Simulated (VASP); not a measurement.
**AlGa5N6: single point with PBE**

The system is AlGa5N6.

```xyz
12
Lattice="2.9943 0.0000 0.0000 -1.4971 2.5931 0.0000 0.0000 0.0000 14.6788" Properties=species:S:1:pos:R:3 pbc="T T T"
Al    0.0000    0.0000    7.3394
Ga    1.4971    0.8644    9.7395
Ga    0.0000    1.7287   12.2097
Ga    0.0000    0.0000    0.0000
Ga    1.4971    0.8644    2.4691
Ga    0.0000    1.7287    4.9393
N     0.0000    0.0000   10.9733
N     1.4971    0.8644   13.4438
N     0.0000    1.7287    1.2349
N     0.0000    0.0000    3.7055
N     1.4971    0.8644    6.1944
N     0.0000    1.7287    8.4844
```

```
Program                : VASP 6.6.1
Task                   : single point
Functional             : PBE
Potentials or basis    : VASP PAW PBE potentials, release 64 (Al, Ga_d, N)
Cutoff                 : 520 eV
k mesh                 : 6 × 6 × 2
Occupations            : gaussian, width 0.1 eV
Spin                   : no spin polarisation
Dipole correction      : no
Further INCAR settings : ALGO = Normal; EDIFF = 1e-06; NBANDS = 61
```

| Item | Value |
| --- | --- |
| Pressure | 0.7 GPa |
| Largest force | 0.049 eV/Å |
| Band gap on the k mesh | 0.84 eV (least direct gap 1.09 eV) |

Forces in eV/Å, atoms in the order of the input:
```
Al   0.000  0.000  0.000
Ga   0.000  0.000 -0.001
Ga   0.000  0.000  0.001
Ga   0.000  0.000  0.000
Ga   0.000  0.000 -0.001
Ga   0.000  0.000  0.001
N    0.000  0.000 -0.003
N    0.000  0.000  0.000
N    0.000  0.000  0.000
N    0.000  0.000  0.003
N    0.000  0.000  0.049
N    0.000  0.000 -0.049
```

Levels at points of the mesh, in eV from the valence-band top:
```csv
k point,band 46,band 47,band 48,band 49,band 50,band 51,band 52,band 53
"(0.00, 0.00, 0.00)",-0.18,-0.18,-0.12,-0.12,2.35,4.07,4.38,4.80
"(0.50, 0.00, 0.00)",-1.22,-1.00,-0.26,-0.25,0.84,2.53,3.15,4.74
"(0.00, 0.00, 0.50)",-0.21,-0.21,-0.11,-0.11,2.89,3.29,4.82,4.86
"(0.50, 0.00, 0.50)",-0.96,-0.76,-0.64,-0.38,1.21,1.82,3.99,4.50
```

It took 59 s on 1 thread of Intel(R) Xeon(R) 6975P-C (Granite Rapids) (shared host), peak memory 0.27 GiB.

A k mesh can miss the band edges.
